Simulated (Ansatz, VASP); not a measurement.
One calculation of Al3Ni5, two programs

Contents of INCAR:

```
ALGO = Fast
EDIFF = 1E-7
ENCUT = 520
GGA = PS
ISIF = 2
ISMEAR = 0
LASPH = T
LCHARG = T
LELF = T
LREAL = F
LVHAR = T
LWAVE = F
NBANDS = 40
NELM = 100
PREC = Accurate
SIGMA = 0.15
```

KPOINTS

```
k-points
0
Gamma
  8 8 10
```

Contents of POSCAR:

```
Al3Ni5
1.0
    3.2933322733     -3.6919375996      0.0000000000
    3.2933322733      3.6919375996      0.0000000000
    0.0000000000      0.0000000000      3.6273457046
Al Ni
3 5
Direct
    0.5000000000      0.5000000000      0.0000000000
    0.7796888788      0.2203111212      0.5000000000
    0.2203111212      0.7796888788      0.5000000000
    0.0000000000      0.0000000000      0.0000000000
    0.0000000000      0.5000000000      0.0000000000
    0.5000000000      0.0000000000      0.0000000000
    0.2762373070      0.2762373070      0.5000000000
    0.7237626930      0.7237626930      0.5000000000
```

Input for Ansatz:

```yaml
crystal:
  lattice:
    - [3.2933322733, -3.6919375996, 0.0]
    - [3.2933322733, 3.6919375996, 0.0]
    - [0.0, 0.0, 3.6273457046]
  atoms:
    - { symbol: Al, position: [0.5, 0.5, 0.0] }
    - { symbol: Al, position: [0.7796888788, 0.2203111212, 0.5] }
    - { symbol: Al, position: [0.2203111212, 0.7796888788, 0.5] }
    - { symbol: Ni, position: [0.0, 0.0, 0.0] }
    - { symbol: Ni, position: [0.0, 0.5, 0.0] }
    - { symbol: Ni, position: [0.5, 0.0, 0.0] }
    - { symbol: Ni, position: [0.276237307, 0.276237307, 0.5] }
    - { symbol: Ni, position: [0.723762693, 0.723762693, 0.5] }
basis:
  ecutwfc: 420
kpoints:
  mp_grid: { grid: [8, 8, 10] }
hamiltonian:
  xc: pbesol
scf:
  occupations: { method: gaussian, width: 0.15 }
output:
  forces: true
  stress: true
  eigenvalues: true
```

Change from the starting cell: strain +0.000 along x and y, -0.025 along z, atoms carried along.

Alike in both runs: task single point; functional PBEsol; k mesh 8 × 8 × 10; occupations gaussian, width 0.15 eV; no spin polarisation.

|  | VASP | Ansatz |
| --- | --- | --- |
| version | VASP 6.6.1 | Ansatz 0.2.0 |
| potentials or method | VASP PAW PBE potentials, release 64 (Al, Ni), cutoff 520 eV | scalar-relativistic, plane waves, PAW |
| valence electrons in the cell | 59 | 99 |

VASP gave:

- gap on the k mesh at the Fermi level (eV): none
- pressure (GPa): 5.3
- traceless stress, the component that is largest in VASP (GPa): 2.83
- rms of the force components (eV/Å): 0.038

Q: Estimate Ansatz's values.

A: gap on the k mesh at the Fermi level (eV): none; pressure (GPa): 5.1; traceless stress, the component that is largest in VASP (GPa): 2.75; rms of the force components (eV/Å): 0.038.

VASP's potentials were made for PBE, not for PBEsol. Atom by atom the forces differ by 0.004 eV/Å (rms over components). A gap of «none» marks a metal or a gap that the smearing closes. The functional is the same, so the differences come from potentials, cutoffs and numerics. VASP's potentials hold 59 valence electrons a cell and Ansatz's 99, so a difference there can come from the potentials and not from the codes.
